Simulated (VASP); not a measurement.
# Na (R-3m) in VASP: single point with PBEsol

Aim: the single point of Na with PBEsol.

All numbers are computed with VASP 6.6.1; they aren't measurements. Logs are shortened: lines on timing, memory, paths and dates and some standing lists are left out, and cuts for length are marked.

## 1. The cell of the first run

Symmetry: R-3m, No. 166, trigonal system. Conventional cell: a = 5.838 Å, b = 5.838 Å, c = 3.861 Å, α = 90.00°, β = 90.00°, γ = 120.00°. Within 4.7 Å of Na (site symmetry -3m) lie 14 Na at 3.61 to 4.24 Å.

## 2. Single point, PBEsol

Contents of INCAR:

```
PREC = Accurate
ENCUT = 520
EDIFF = 1E-7
ISMEAR = 0
SIGMA = 0.15
LREAL = F
LASPH = T
NELM = 60
ALGO = Fast
ISIF = 2
LWAVE = F
LCHARG = F
GGA = PS
NBANDS = 10
```

Contents of KPOINTS:

```
regular mesh
0
Gamma
  18 18 18
```

Contents of POSCAR:

```
Na
1.0
   -2.0088326752      2.1189056985      2.1189056985
    2.1189056985     -2.0088326752      2.1189056985
    2.1189056985      2.1189056985     -2.0088326752
Na
1
Direct
    0.0000000000      0.0000000000      0.0000000000
```

Potentials or basis: VASP PAW PBE potentials, release 64 (Na_pv).

On the command line:

```sh
cat potpaw_PBE.64/Na_pv/POTCAR > POTCAR
mpirun -np 1 vasp_std > vasp.out
```

OUTCAR:

```text
PREC = Accurate
   ENCUT = 520
   EDIFF = 1E-7
   ISMEAR = 0
   LREAL = F
   LASPH = T
   NELM = 60
   ISIF = 2
   GGA = PS

 ion  position               nearest neighbor table
   1  0.000  0.000  0.000-

  LATTYP: Found a trigonal (rhomboedric) cell.
 ALAT       =     3.6076212988
 COS(alpha) =    -0.3091289928

  Lattice vectors:

 A1 = (  -2.0088326752,   2.1189056985,   2.1189056985)
 A2 = (   2.1189056985,  -2.0088326752,   2.1189056985)
 A3 = (   2.1189056985,   2.1189056985,  -2.0088326752)

Analysis of symmetry for initial positions (statically):
=====================================================================
 Subroutine PRICEL returns:
 Original cell was already a primitive cell.

 Routine SETGRP: Setting up the symmetry group for a
 trigonal (rhombohedral) supercell.

 Subroutine GETGRP returns: Found 12 space group operations
 (whereof 12 operations were pure point group operations)
 out of a pool of 12 trial point group operations.

The static configuration has the point symmetry D_3d.

Analysis of symmetry for dynamics (positions and initial velocities):
=====================================================================
 Subroutine PRICEL returns:
 Original cell was already a primitive cell.

 Routine SETGRP: Setting up the symmetry group for a
 trigonal (rhombohedral) supercell.

 Subroutine GETGRP returns: Found 12 space group operations
 (whereof 12 operations were pure point group operations)
 out of a pool of 12 trial point group operations.

The dynamic configuration has the point symmetry D_3d.

 Subroutine INISYM returns: Found 12 space group operations
 (whereof 12 operations are pure point group operations),
 and found     1 'primitive' translations

----------------------------------------------------------------------------------------

                                     Primitive cell

  volume of cell :      37.9778

  direct lattice vectors                    reciprocal lattice vectors
    -2.008832675  2.118905698  2.118905698    -0.011963625  0.230299791  0.230299791
     2.118905698 -2.008832675  2.118905698     0.230299791 -0.011963625  0.230299791
     2.118905698  2.118905698 -2.008832675     0.230299791  0.230299791 -0.011963625

  length of vectors
     3.607621299  3.607621299  3.607621299     0.325912742  0.325912742  0.325912742
[... 81 lines left out ...]
   EDIFFG = 0.1E-05   stopping-criterion for IOM
   NSW    =      0    number of steps for IOM
   IBRION =     -1    ionic relax: 0-MD 1-quasi-New 2-CG
   NFREE  =      0    steps in history (QN), initial steepest desc. (CG)
   ISIF   =      2    stress and relaxation
   ISYM   =      2    0-nonsym 1-usesym 2-fastsym
   POTIM  = 0.5000    time-step for ionic-motion
   TEBEG  =    0.0;   TEEND  =   0.0 temperature during run
   PSTRESS=    0.0 pullay stress
   NELECT =       7.0000    total number of electrons
   NUPDOWN=      -1.0000    fix difference up-down
   EMIN   =  10.00;   EMAX   =-10.00  energy-range for DOS
   EFERMI =   0.00;   METHOD = LEGACY
   ISMEAR =     0;   SIGMA  =   0.15  broadening in eV -4-tet -1-fermi 0-gaus
   EFERMI_NEDOS =   21; number of points for ismear=-14 and -15
   IALGO  =     68    algorithm
   IMIX   =      4    mixing-type and parameters
     AMIX     =   0.40;   BMIX     =  1.00
     AMIX_MAG =   1.60;   BMIX_MAG =  1.00
  volume/ion in A,a.u.               =      37.98       256.29
  Fermi-wavevector in a.u.,A,eV,Ry     =   0.931674  1.760609 11.810087  0.868017
  Thomas-Fermi vector in A             =   2.058192
   LORBIT       =      0    0 simple, 1 ext, 2 COOP (PROOUT), +10 PAW based schemes
   GGA     = PS    functional components
   LHFCALC =     F    Hartree Fock is set to
   AEXX    =    0.0000 exact exchange contribution
   IVDW    =     0    specifies the selected vdW correction
   LEPSILON=     F    determine dielectric tensor
   LRPA    =     F    only Hartree local field effects (RPA)
 non-spin polarized calculation
 RMM-DIIS sequential band-by-band and
 Gauss-broadening in eV      SIGMA  =   0.15
  energy-cutoff  :      520.00
  volume of cell :       37.98
 maximum number of plane-waves:      1046
   NGX = 13   NGY = 13   NGZ = 13

 number of electron       6.9999989 magnetization

 Free energy of the ion-electron system (eV)
  ---------------------------------------------------
  ext. energy  EPLUGINS =         0.00000000
  ---------------------------------------------------
  free energy    TOTEN  =        -1.39502457 eV

  energy without entropy =       -1.38913833  energy(sigma->0) =       -1.39208145

 E-fermi :   0.2388     XC(G=0):  -6.4375

 val. band max:        0.2263663191   @ k =  -0.4444   0.3889   0.1111
 cond. band min:       0.2463292035   @ k =   0.3889   0.1111   0.0000
 fundamental gap:      0.0199628844
 Fermi energy:         0.2388067104

 k-point     1 :       0.0000    0.0000    0.0000
  band No.  band energies     occupation
      1     -24.5747      2.00000
      2     -24.5747      2.00000
      3     -24.5729      2.00000
      4      -2.9882      2.00000
      5      11.3182      0.00000
      6      11.3182      0.00000
      7      12.0524      0.00000
      8      12.6265      0.00000
      9      12.6273      0.00000
     10      12.8876      0.00000
[... 287 lines left out ...]
 k-point    24 :      -0.2222    0.0556   -0.0000
  band No.  band energies     occupation
      1     -24.5869      2.00000
      2     -24.5754      2.00000
      3     -24.5750      2.00000
      4      -2.3084      2.00000
      5       6.9979      0.00000
      6       9.6049      0.00000
      7      10.7263      0.00000
      8      10.8630      0.00000
      9      12.2114      0.00000
     10      13.7268      0.00000

 [... further k-points ...]

------------------------ aborting loop because EDIFF is reached ----------------------------------------

  FORCE on cell =-STRESS in cart. coord.  units (eV):
  Direction    XX          YY          ZZ          XY          YZ          ZX
  --------------------------------------------------------------------------------------
  -------------------------------------------------------------------------------------
  Total       -0.0678134     -0.0678134     -0.0678134     -0.0643620     -0.0643620     -0.0643620
  in kB       -2.8608567     -2.8608567     -2.8608567     -2.7152499     -2.7152499     -2.7152499
  external PRESSURE =      -2.8608567 kB  Pullay stress =       0.0000000 kB

 VOLUME and BASIS-vectors are now :
 -----------------------------------------------------------------------------
  energy-cutoff  :      520.00
  volume of cell :       37.98
      direct lattice vectors                 reciprocal lattice vectors
    -2.008832675  2.118905698  2.118905698    -0.011963625  0.230299791  0.230299791
     2.118905698 -2.008832675  2.118905698     0.230299791 -0.011963625  0.230299791
     2.118905698  2.118905698 -2.008832675     0.230299791  0.230299791 -0.011963625

 POSITION                                       TOTAL-FORCE (eV/Angst)
 -----------------------------------------------------------------------------------
      0.00000      0.00000      0.00000         0.000000      0.000000     -0.000000
 -----------------------------------------------------------------------------------
    total drift:                               -0.000000     -0.000000     -0.000000

  FREE ENERGIE OF THE ION-ELECTRON SYSTEM (eV)
  ---------------------------------------------------
  free  energy   TOTEN  =        -1.3950245670 eV

  energy  without entropy=       -1.3891383306  energy(sigma->0) =       -1.39208145
```

OSZICAR:

```text
N       E                     dE             d eps       ncg     rms          rms(c)
DAV:   1     0.276361507392E+02    0.27636E+02   -0.37601E+03 11618   0.578E+02
DAV:   2    -0.781668449972E+00   -0.28418E+02   -0.28281E+02 11984   0.147E+02
DAV:   3    -0.139208464110E+01   -0.61042E+00   -0.60992E+00 14210   0.236E+01
DAV:   4    -0.139708918260E+01   -0.50045E-02   -0.50041E-02 13698   0.205E+00
DAV:   5    -0.139715874914E+01   -0.69567E-04   -0.69566E-04 13312   0.238E-01    0.235E-01
RMM:   6    -0.139552499930E+01    0.16337E-02   -0.16534E-03 15685   0.536E-01    0.143E-01
RMM:   7    -0.139505678820E+01    0.46821E-03   -0.14354E-03 16040   0.437E-01    0.456E-02
RMM:   8    -0.139501601430E+01    0.40774E-04   -0.29652E-04 15627   0.311E-01    0.294E-03
RMM:   9    -0.139502323074E+01   -0.72164E-05   -0.66434E-05 17674   0.101E-01    0.305E-03
RMM:  10    -0.139502399570E+01   -0.76496E-06   -0.11322E-05 17334   0.563E-02    0.178E-03
RMM:  11    -0.139502524500E+01   -0.12493E-05   -0.48952E-06 16367   0.271E-02    0.380E-03
RMM:  12    -0.139502453773E+01    0.70727E-06   -0.22028E-06 15836   0.265E-02    0.721E-04
RMM:  13    -0.139502456698E+01   -0.29250E-07   -0.53797E-07 10841   0.103E-02
   1 F= -.13950246E+01 E0= -.13920814E+01  d E =-.588624E-02
```

stdout:

```text
POSCAR found type information on POSCAR Na
 POSCAR found :  1 types and       1 ions
 scaLAPACK will be used
 -----------------------------------------------------------------------------
|                                                                             |
|                                                                             |
|     You enforced a specific xc type in the INCAR file but a different       |
|     I HOPE YOU KNOW WHAT YOU ARE DOING!                                     |
|                                                                             |
 -----------------------------------------------------------------------------

 LDA part: xc-table for (Slater+PW92), standard interpolation
 POSCAR, INCAR and KPOINTS ok, starting setup
 FFT: planning ... GRIDC
 FFT: planning ... GRID_SOFT
 FFT: planning ... GRID
 WAVECAR not read
 entering main loop
WARNING in EDDRMM: call to ZHEGV failed, returncode =   6  3      9
WARNING in EDDRMM: call to ZHEGV failed, returncode =   8  4      9
WARNING in EDDRMM: call to ZHEGV failed, returncode =   8  4      9
WARNING in EDDRMM: call to ZHEGV failed, returncode =   6  3      9
WARNING in EDDRMM: call to ZHEGV failed, returncode =   6  3      9
WARNING in EDDRMM: call to ZHEGV failed, returncode =   8  4     10
WARNING in EDDRMM: call to ZHEGV failed, returncode =   6  3     10
WARNING in EDDRMM: call to ZHEGV failed, returncode =   8  4      9
WARNING in EDDRMM: call to ZHEGV failed, returncode =   6  3      8
```

Run time: 5.8 min. Hardware: 1 thread of Intel Xeon 8259CL, shared host; peak memory 0.29 GiB.

Results:

* Free energy: -1.3950 eV
* Pressure: -0.3 GPa
* Band gap on the k mesh: zero (an odd number of electrons rules out a gap without spin polarisation)

Levels at points of the mesh, in eV from the Fermi level:
```tsv
k point	band 1	band 2	band 3	band 4	band 5	band 6	band 7	band 8
(0.00, 0.00, 0.00)	-24.81	-24.81	-24.81	-3.23	11.08	11.08	11.81	12.39
(0.50, 0.00, 0.00)	-24.85	-24.82	-24.81	0.57	0.98	8.26	9.27	9.34
(0.50, 0.50, 0.00)	-24.85	-24.83	-24.81	0.93	1.44	7.74	8.02	9.73
(0.50, 0.50, 0.50)	-24.84	-24.84	-24.83	4.49	4.49	4.77	4.77	4.94
```

Caveat: the PAW data sets were made with another functional, which shifts forces and pressure a little.
